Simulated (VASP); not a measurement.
# SnO2 (P4_2/mnm) in VASP: notebook, part 2 of 2

VASP 6.6.1. Earlier steps stand in the parts before.

## 3. Single point, r2SCAN

This run uses another cell than the first one, of 11.48 Å³/atom, 1.215 times its volume.

Input file POSCAR:

```
SnO2
1.0
    4.6609119497      0.0000000000      0.0000000000
    0.0000000000      4.6609119497      0.0000000000
    0.0000000000      0.0000000000      3.1695689607
Sn O
2 4
Direct
    0.5000000000      0.5000000000      0.5000000000
    0.0000000000      0.0000000000      0.0000000000
    0.1947890831      0.8052109169      0.5000000000
    0.8052109169      0.1947890831      0.5000000000
    0.3052109169      0.3052109169      0.0000000000
    0.6947890831      0.6947890831      0.0000000000
```

Input file INCAR.step1:

```
SYSTEM = SnO2
PREC = Accurate
ENCUT = 520
ISMEAR = 0
SIGMA = 0.02
LREAL = .False.
LASPH = .True.
NELM = 80
NBANDS = 35
GGA = PE
ALGO = Normal
EDIFF = 1E-4
LWAVE = .True.
LCHARG = .False.
```

Input file INCAR.step2:

```
SYSTEM = SnO2
PREC = Accurate
ENCUT = 520
EDIFF = 1E-7
ISMEAR = 0
SIGMA = 0.02
LREAL = .False.
LASPH = .True.
NELM = 80
ALGO = Normal
ISIF = 2
LWAVE = .False.
LCHARG = .False.
METAGGA = R2SCAN
LMIXTAU = .True.
NBANDS = 35
ISTART = 1
```

Input file KPOINTS:

```
Automatic mesh
0
Gamma
  6 6 8
  0 0 0
```

Potentials or basis: VASP PAW PBE potentials, release 64 (Sn_d, O).

Started as:

```
> cat potpaw_PBE.64/Sn_d/POTCAR potpaw_PBE.64/O/POTCAR > POTCAR
> cp INCAR.step1 INCAR
> mpirun -np 1 vasp_std > vasp.out
> cp INCAR.step2 INCAR
> mpirun -np 1 vasp_std > vasp.out
```

OUTCAR:

```text
SYSTEM = SnO2
   PREC = Accurate
   ENCUT = 520
   EDIFF = 1E-7
   ISMEAR = 0
   LREAL = .False.
   LASPH = .True.
   NELM = 80
   ISIF = 2
   METAGGA = R2SCAN
   ISTART = 1

 ion  position               nearest neighbor table
   1  0.500  0.500  0.500-   3 2.01   4 2.01   5 2.04   6 2.04   5 2.04   6 2.04   2 3.66   2 3.66
                             2 3.66   2 3.66   2 3.66   2 3.66   2 3.66   2 3.66
   2  0.000  0.000  0.000-   5 2.01   6 2.01   3 2.04   4 2.04   3 2.04   4 2.04   1 3.66   1 3.66
                             1 3.66   1 3.66   1 3.66   1 3.66   1 3.66   1 3.66
   3  0.195  0.805  0.500-   1 2.01   2 2.04   2 2.04
   4  0.805  0.195  0.500-   1 2.01   2 2.04   2 2.04
   5  0.305  0.305  0.000-   2 2.01   1 2.04   1 2.04
   6  0.695  0.695  0.000-   2 2.01   1 2.04   1 2.04

  LATTYP: Found a simple tetragonal cell.
 ALAT       =     4.6609119497
 C/A-ratio  =     0.6800319326

  Lattice vectors:

 A1 = (   4.6609119497,   0.0000000000,   0.0000000000)
 A2 = (   0.0000000000,   4.6609119497,   0.0000000000)
 A3 = (   0.0000000000,   0.0000000000,   3.1695689607)

Analysis of symmetry for initial positions (statically):
=====================================================================
 Subroutine PRICEL returns:
 Original cell was already a primitive cell.

 Routine SETGRP: Setting up the symmetry group for a
 simple tetragonal supercell.

 Subroutine GETGRP returns: Found 16 space group operations
 (whereof  8 operations were pure point group operations)
 out of a pool of 16 trial point group operations.

The static configuration has the point symmetry D_2h.
 The point group associated with its full space group is D_4h.

Analysis of symmetry for dynamics (positions and initial velocities):
=====================================================================
 Subroutine PRICEL returns:
 Original cell was already a primitive cell.
[... 132 lines left out ...]
   ISMEAR =     0;   SIGMA  =   0.02  broadening in eV -4-tet -1-fermi 0-gaus
   EFERMI_NEDOS =   21; number of points for ismear=-14 and -15
   IALGO  =     38    algorithm
   IMIX   =      4    mixing-type and parameters
     AMIX     =   0.40;   BMIX     =  1.00
     AMIX_MAG =   1.60;   BMIX_MAG =  1.00
  volume/ion in A,a.u.               =      11.48        77.44
  Fermi-wavevector in a.u.,A,eV,Ry     =   1.490832  2.817263 30.240024  2.222579
  Thomas-Fermi vector in A             =   2.603564
   LORBIT       =      0    0 simple, 1 ext, 2 COOP (PROOUT), +10 PAW based schemes
   METAGGA = R2SCAN    functional components
   LHFCALC =     F    Hartree Fock is set to
   AEXX    =    0.0000 exact exchange contribution
   IVDW    =     0    specifies the selected vdW correction
   LEPSILON=     F    determine dielectric tensor
   LRPA    =     F    only Hartree local field effects (RPA)
 non-spin polarized calculation
 Gauss-broadening in eV      SIGMA  =   0.02
  energy-cutoff  :      520.00
  volume of cell :       68.86
 maximum number of plane-waves:      1876
 NGX is ok and might be reduce to    36
   NGX = 17   NGY = 17   NGZ = 11

 number of electron      51.9999986 magnetization

 Free energy of the ion-electron system (eV)
  ---------------------------------------------------
  ext. energy  EPLUGINS =         0.00000000
  ---------------------------------------------------
  free energy    TOTEN  =       -84.46626426 eV

  energy without entropy =      -84.46626426  energy(sigma->0) =      -84.46626426

 E-fermi :   6.3025     XC(G=0): -12.2743

 val. band max:        6.1741381131   @ k =   0.0000   0.0000   0.0000
 cond. band min:       8.5698134895   @ k =   0.0000   0.0000   0.0000
 fundamental gap:      2.3956753764
 Fermi energy:         6.3025365125

 k-point     1 :       0.0000    0.0000    0.0000
  band No.  band energies     occupation
      1     -15.6694      2.00000
      2     -14.6384      2.00000
      3     -14.2548      2.00000
      4     -14.2145      2.00000
      5     -14.2145      2.00000
      6     -14.1880      2.00000
[... 901 lines left out ...]
     34      19.7624      0.00000
     35      20.2275      0.00000

 [... further k-points ...]
[... 5 lines left out ...]
  --------------------------------------------------------------------------------------
  -------------------------------------------------------------------------------------
  Total        5.6758084      5.6758084      5.8922014     -0.0000000      0.0000000      0.0000000
  in kB      132.0676056    132.0676056    137.1027483     -0.0000000      0.0000000      0.0000000
  external PRESSURE =     133.7459865 kB  Pullay stress =       0.0000000 kB

 VOLUME and BASIS-vectors are now :
 -----------------------------------------------------------------------------
  energy-cutoff  :      520.00
  volume of cell :       68.86
      direct lattice vectors                 reciprocal lattice vectors
     4.660911950  0.000000000  0.000000000     0.214550288  0.000000000  0.000000000
     0.000000000  4.660911950  0.000000000     0.000000000  0.214550288  0.000000000
     0.000000000  0.000000000  3.169568961     0.000000000  0.000000000  0.315500313

 POSITION                                       TOTAL-FORCE (eV/Angst)
 -----------------------------------------------------------------------------------
      2.33046      2.33046      1.58478         0.000000     -0.000000      0.000000
      0.00000      0.00000      0.00000         0.000000     -0.000000      0.000000
      0.90789      3.75302      1.58478         0.014284     -0.014284      0.000000
      3.75302      0.90789      1.58478        -0.014284      0.014284      0.000000
      1.42256      1.42256      0.00000        -0.014284     -0.014284     -0.000000
      3.23835      3.23835      0.00000         0.014284      0.014284      0.000000
 -----------------------------------------------------------------------------------
    total drift:                                0.000000      0.000000     -0.000000

  FREE ENERGIE OF THE ION-ELECTRON SYSTEM (eV)
  ---------------------------------------------------
  free  energy   TOTEN  =       -84.4662642564 eV

  energy  without entropy=      -84.4662642564  energy(sigma->0) =      -84.46626426
```

OUTCAR.step1:

```text
SYSTEM = SnO2
   PREC = Accurate
   ENCUT = 520
   ISMEAR = 0
   LREAL = .False.
   LASPH = .True.
   NELM = 80
[... 1153 lines left out ...]
      3.75302      0.90789      1.58478        -0.025298      0.025298     -0.000000
      1.42256      1.42256      0.00000        -0.025298     -0.025298      0.000000
      3.23835      3.23835      0.00000         0.025298      0.025298     -0.000000
 -----------------------------------------------------------------------------------
    total drift:                                0.000000      0.000000     -0.000000

  FREE ENERGIE OF THE ION-ELECTRON SYSTEM (eV)
  ---------------------------------------------------
  free  energy   TOTEN  =       -36.9048109352 eV

  energy  without entropy=      -36.9048109352  energy(sigma->0) =      -36.90481094
```

OSZICAR.step1:

```text
N       E                     dE             d eps       ncg     rms          rms(c)
DAV:   1     0.639855016755E+03    0.63986E+03   -0.25618E+04  3867   0.237E+03
DAV:   2     0.566633509544E+02   -0.58319E+03   -0.54919E+03  3764   0.612E+02
DAV:   3    -0.384682811555E+02   -0.95132E+02   -0.93594E+02  3792   0.209E+02
DAV:   4    -0.431465502175E+02   -0.46783E+01   -0.46477E+01  4392   0.497E+01
DAV:   5    -0.432667271022E+02   -0.12018E+00   -0.12003E+00  4479   0.837E+00    0.165E+01
DAV:   6    -0.368050365632E+02    0.64617E+01   -0.17529E+01  5580   0.639E+01    0.648E+00
DAV:   7    -0.369319135440E+02   -0.12688E+00   -0.21415E+00  4095   0.817E+00    0.330E+00
DAV:   8    -0.369109534085E+02    0.20960E-01   -0.15961E-01  5021   0.470E+00    0.771E-01
DAV:   9    -0.369040902790E+02    0.68631E-02   -0.35595E-02  5739   0.325E+00    0.137E-01
DAV:  10    -0.369046762538E+02   -0.58597E-03   -0.39677E-03  4064   0.440E-01    0.709E-02
DAV:  11    -0.369048126509E+02   -0.13640E-03   -0.24262E-04  3893   0.122E-01    0.140E-02
DAV:  12    -0.369048109352E+02    0.17157E-05   -0.24323E-05  2319   0.512E-02
   1 F= -.36904811E+02 E0= -.36904811E+02  d E =-.782021E-12
```

It took 6 min on 1 thread of Intel Xeon Platinum 8488C (Sapphire Rapids), shared host; peak memory 0.24 GiB.

Results:

```yaml
Free_energy: -84.4663 eV
Pressure: 13.4 GPa
Largest_force: 0.020 eV/Å
Band_gap_on_the_k_mesh: 2.40 eV, direct
```

Forces on the atoms (eV/Å):
```
Sn   0.000  0.000  0.000
Sn   0.000  0.000  0.000
O    0.014 -0.014  0.000
O   -0.014  0.014  0.000
O   -0.014 -0.014  0.000
O    0.014  0.014  0.000
```

Caveat: the PAW data sets were made with another functional, which shifts forces and pressure a little; spin-orbit coupling is left out, which moves the levels of the heavy elements. r2SCAN opens gaps a little over a GGA but as a rule still falls short of measured ones.
